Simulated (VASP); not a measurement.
# GaSb (I-4m2) in VASP: notebook, part 2 of 2

VASP 6.6.1. The steps go on from the part before.

**3. Single point, LDA**

This run uses another cell than the first one, of the same volume but with other edges.

INCAR reads:

```
ALGO = Normal
EDIFF = 1E-7
ENCUT = 520
GGA = CA
ISIF = 2
ISMEAR = 0
LASPH = T
LCHARG = T
LELF = T
LREAL = F
LVHAR = T
LWAVE = F
NBANDS = 16
NELM = 60
PREC = Accurate
SIGMA = 0.15
```

KPOINTS reads:

```
k-points
0
Gamma
  16 16 16
```

POSCAR reads:

```
GaSb
1.0
   -2.8248500000      2.8248500000      1.5643000000
    2.8248500000     -2.8248500000      1.5643000000
    2.8248500000      2.8248500000     -1.5643000000
Ga Sb
1 1
Direct
    0.2500000000      0.7500000000      0.5000000000
    0.0000000000      0.0000000000      0.0000000000
```

Potentials or basis: VASP PAW LDA potentials, release 64 (Ga_d, Sb).

Started as:

```
> cat potpaw_LDA.64/Ga_d/POTCAR potpaw_LDA.64/Sb/POTCAR > POTCAR
> mpirun -np 1 vasp_std > vasp.out
```

Run time: 5.7 min. Hardware: 1 thread of AMD EPYC 7R13, shared host; peak memory 0.36 GiB.

Results (log left out):

```
Free energy            : -8.2734 eV
Pressure               : -5.6 GPa
Band gap on the k mesh : zero (bands 9 and 10 overlap by 4.33 eV)
```

Stress tensor (GPa, compression positive):
```
-6.13  0.00  0.00
 0.00 -6.13  0.00
 0.00  0.00 -4.49
```

Levels at points of the mesh, in eV from the Fermi level:
```
           k point  band 6  band 7  band 8  band 9  band 10  band 11  band 12  band 13
(0.00, 0.00, 0.00)  -11.72   -3.51   -1.91   -1.91     3.41     5.30     6.60     6.60
(0.50, 0.00, 0.00)   -8.07   -5.34   -2.55   -1.22    -1.15     2.55     3.05     4.84
(0.50, 0.50, 0.00)  -10.43   -7.86   -0.18    1.64     1.69     1.99     4.87     6.97
(0.50, 0.50, 0.50)   -9.47   -6.01   -4.75   -4.75     4.00     5.56     9.44     9.44
```

Caveat: the cell stands under tension; spin-orbit coupling is left out, which moves the levels of the heavy elements.

**4. Single point, LDA**

INCAR reads:

```
SYSTEM = GaSb
PREC = Accurate ; ENCUT = 520
EDIFF = 1E-6 ; ISMEAR = 0
SIGMA = 0.15 ; LREAL = .False.
LASPH = .True. ; NELM = 100
ALGO = Normal ; ISIF = 2
LWAVE = .False. ; LCHARG = .False.
GGA = CA ; NBANDS = 16
```

KPOINTS reads:

```
Automatic mesh
0
Gamma
  16 16 16
  0 0 0
```

POSCAR reads:

```
GaSb
1.0
   -2.7800000000      2.7800000000      1.6156000000
    2.7800000000     -2.7800000000      1.6156000000
    2.7800000000      2.7800000000     -1.6156000000
Ga Sb
1 1
Direct
    0.2500000000      0.7500000000      0.5000000000
    0.0000000000      0.0000000000      0.0000000000
```

Potentials or basis: VASP PAW LDA potentials, release 64 (Ga_d, Sb).

Started as:

```
> cat potpaw_LDA.64/Ga_d/POTCAR potpaw_LDA.64/Sb/POTCAR > POTCAR
> mpirun -np 1 vasp_std > vasp.out
```

OUTCAR:

```text
SYSTEM = GaSb
   PREC = Accurate
   ENCUT = 520
   EDIFF = 1E-6
   ISMEAR = 0
   LREAL = .False.
   LASPH = .True.
   NELM = 100
   ISIF = 2
   GGA = CA

 ion  position               nearest neighbor table
   1  0.250  0.750  0.500-   2 2.89   2 2.89   2 2.89   2 2.89
   2  0.000  0.000  0.000-   1 2.89   1 2.89   1 2.89   1 2.89

  LATTYP: Found a body centered tetragonal cell.
 ALAT       =     5.5600000000
 C/A-ratio  =     0.5811510791

  Lattice vectors:

 A1 = (  -2.7800000000,   2.7800000000,   1.6156000000)
 A2 = (   2.7800000000,  -2.7800000000,   1.6156000000)
 A3 = (   2.7800000000,   2.7800000000,  -1.6156000000)

Analysis of symmetry for initial positions (statically):
=====================================================================
 Subroutine PRICEL returns:
 Original cell was already a primitive cell.

 Routine SETGRP: Setting up the symmetry group for a
 body centered tetragonal supercell.

 Subroutine GETGRP returns: Found  8 space group operations
 (whereof  8 operations were pure point group operations)
 out of a pool of 16 trial point group operations.

The static configuration has the point symmetry D_2d.
[... 160 lines left out ...]

 E-fermi :   5.9697     XC(G=0): -10.2993

 val. band max:        5.9689529559   @ k =  -0.2500  -0.3125   0.0625
 cond. band min:       5.9813934699   @ k =  -0.2500   0.4375   0.0625
 fundamental gap:      0.0124405140
 Fermi energy:         5.9696665572

 k-point     1 :       0.0000    0.0000    0.0000
  band No.  band energies     occupation
      1      -9.0059      2.00000
      2      -8.9282      2.00000
      3      -8.9203      2.00000
      4      -8.9071      2.00000
      5      -8.9071      2.00000
      6      -5.7095      2.00000
[... 433 lines left out ...]
      3      -8.9199      2.00000
      4      -8.9071      2.00000
      5      -8.9067      2.00000
      6      -5.6764      2.00000
[... 8 lines left out ...]
     15      15.3588      0.00000
     16      16.4622      0.00000

 [... further k-points ...]

------------------------ aborting loop because EDIFF is reached ----------------------------------------

  FORCE on cell =-STRESS in cart. coord.  units (eV):
  Direction    XX          YY          ZZ          XY          YZ          ZX
  --------------------------------------------------------------------------------------
  -------------------------------------------------------------------------------------
  Total       -1.7326862     -1.7326862     -1.7396510      0.0000000     -0.0000000      0.0000000
  in kB      -55.5836527    -55.5836527    -55.8070780      0.0000000     -0.0000000      0.0000000
  external PRESSURE =     -55.6581278 kB  Pullay stress =       0.0000000 kB

 VOLUME and BASIS-vectors are now :
 -----------------------------------------------------------------------------
  energy-cutoff  :      520.00
  volume of cell :       49.94
      direct lattice vectors                 reciprocal lattice vectors
    -2.780000000  2.780000000  1.615600000     0.000000000  0.179856115  0.309482545
     2.780000000 -2.780000000  1.615600000     0.179856115  0.000000000  0.309482545
     2.780000000  2.780000000 -1.615600000     0.179856115  0.179856115  0.000000000

 POSITION                                       TOTAL-FORCE (eV/Angst)
 -----------------------------------------------------------------------------------
      2.78000     -0.00000      0.80780         0.000000      0.000000      0.000000
      0.00000      0.00000      0.00000        -0.000000     -0.000000     -0.000000
 -----------------------------------------------------------------------------------
    total drift:                                0.000000     -0.000000     -0.000000

  FREE ENERGIE OF THE ION-ELECTRON SYSTEM (eV)
  ---------------------------------------------------
  free  energy   TOTEN  =        -8.2812166011 eV

  energy  without entropy=       -8.2720970619  energy(sigma->0) =       -8.27665683
```

Wall time 4.9 min (1 thread of AMD EPYC 7R13, shared host); peak memory 0.36 GiB.

What came out:

```yaml
Free_energy: -8.2812 eV
Pressure: -5.6 GPa
Band_gap_on_the_k_mesh: zero (bands 9 and 10 overlap by 4.60 eV)
```

Caveat: the cell stands under tension; spin-orbit coupling is left out, which moves the levels of the heavy elements.

**5. Single point, LDA**

This run uses another cell than the first one, of 23.42 Å³/atom.

INCAR reads:

```
  PREC = Accurate
  ENCUT = 520
  EDIFF = 1E-6
  ISMEAR = 0
  SIGMA = 0.15
  LREAL = F
  LASPH = T
  NELM = 60
  ALGO = Normal
  ISIF = 2
  LWAVE = F
  LCHARG = F
  GGA = CA
  NBANDS = 16
```

KPOINTS reads:

```
Automatic mesh
0
Gamma
  16 16 16
```

POSCAR reads:

```
GaSb
1.0
   -2.8158500000      2.8158500000      1.4771000000
    2.8158500000     -2.8158500000      1.4771000000
    2.8158500000      2.8158500000     -1.4771000000
Ga Sb
1 1
Direct
    0.2500000000      0.7500000000      0.5000000000
    0.0000000000      0.0000000000      0.0000000000
```

Started as:

```
> cat potpaw_LDA.64/Ga_d/POTCAR potpaw_LDA.64/Sb/POTCAR > POTCAR
> mpirun -np 1 vasp_std > vasp.out
```

Wall time 4.5 min (1 thread of Intel Xeon 8259CL, shared host); peak memory 0.38 GiB.

It converged, with:

```yaml
Free_energy: -8.3199 eV
Pressure: -2.6 GPa
Band_gap_on_the_k_mesh: zero (bands 9 and 10 overlap by 4.32 eV)
```

Stress tensor (GPa, compression positive):
```
-4.41  0.00  0.00
 0.00 -4.41  0.00
 0.00  0.00  0.99
```

Levels at points of the mesh, in eV from the Fermi level:
| k point | band 5 | band 6 | band 7 | band 8 | band 9 | band 10 | band 11 | band 12 | band 13 | band 14 |
| --- | --- | --- | --- | --- | --- | --- | --- | --- | --- | --- |
| (0.00, 0.00, 0.00) | -14.87 | -12.24 | -3.88 | -2.31 | -2.31 | 3.11 | 6.49 | 6.49 | 6.62 | 8.86 |
| (0.50, 0.00, 0.00) | -14.83 | -7.82 | -5.54 | -2.63 | -1.32 | -1.09 | 2.56 | 3.15 | 5.00 | 7.57 |
| (0.50, 0.50, 0.00) | -14.87 | -10.95 | -8.29 | -0.52 | 1.33 | 1.44 | 1.66 | 6.07 | 8.16 | 9.74 |
| (0.50, 0.50, 0.50) | -14.87 | -9.96 | -6.39 | -5.18 | -5.18 | 5.28 | 6.77 | 9.38 | 9.38 | 12.48 |

Caveat: the stress differs along the axes, from -4 to 1 GPa; spin-orbit coupling is left out, which moves the levels of the heavy elements.

**6. Overview**

| cell | gap on the mesh (eV) | pressure (GPa) |
| --- | --- | --- |
| a = 4.177 Å, angles 99.8, 99.8, 131.3°, 2 atoms | none | -4.6 |
| a = 4.290 Å, angles 97.6, 97.6, 137.2°, 2 atoms | none | -5.6 |
| a = 4.251 Å, angles 98.3, 98.3, 135.3°, 2 atoms | none | -5.6 |
| a = 4.247 Å, angles 96.9, 96.9, 139.3°, 2 atoms | none | -2.6 |

Alike in all rows: task single point; level LDA; potentials or basis VASP PAW LDA potentials, release 64 (Ga_d, Sb); no spin polarisation; k mesh 16 × 16 × 16; cutoff (eV) 520; smearing gaussian 0.15 eV.

Caveats: spin-orbit coupling is left out, which moves the levels of the heavy elements; the cell stands under tension (at least some runs); the stress differs along the axes, from -4 to 1 GPa (at least some runs).

Absolute energies hang on the potentials; compare differences alone.
